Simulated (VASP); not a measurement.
Runs of VASP 6.6.1 on MnO. The structure is that of space group Fm-3m (No. 225), or close to it. The cells are those of the table. 

| level | cell | gap on the mesh (eV) | pressure (GPa) | moment (μB) |
| --- | --- | --- | --- | --- |
| RPBE+D4+U | a = 3.142 Å, angles 60.0°, 2 atoms | 0.26 | 6.1 | 5.00 |
| PBE+U | a = 3.142 Å, angles 60.0°, 2 atoms | 0.21 | 7.9 | 5.00 |
| RPBE+D4+U | a = 3.237 Å, angles 60.0°, 2 atoms | - | -6.5 | 5.00 |
| RPBE+D4+U | a = 3.152 Å, angles 60.0°, 2 atoms | 0.24 | (a) | 5.00 |
| RPBE+D4+U | a = 3.195 Å, angles 60.0°, 2 atoms | 0.17 | (b) | 5.00 |
| RPBE+D4+U | a = 3.174 Å, angles 60.0°, 2 atoms | 0.20 | 1.4 | 5.00 |
| RPBE+D4+U | a = 3.216 Å, angles 60.0°, 2 atoms | 0.14 | -4.1 | 5.00 |

Alike in all rows: task single point; potentials or basis VASP PAW PBE potentials, release 64 (Mn_pv, O); spin collinear, ferromagnetic start; Mn d U = 3.9 eV; k mesh 10 × 10 × 10; cutoff (eV) 520; smearing gaussian 0.05 eV.

Estimate the missing entries.

(a) 4.6; (b) -1.5.

Caveats: a cell with one magnetic atom can't hold antiferromagnetic order, which such compounds often take; the PAW data sets were made with another functional, which shifts forces and pressure a little (at least some runs); the cell stands under pressure (at least some runs); the cell stands under tension (at least some runs).

A k mesh can miss the band edges.
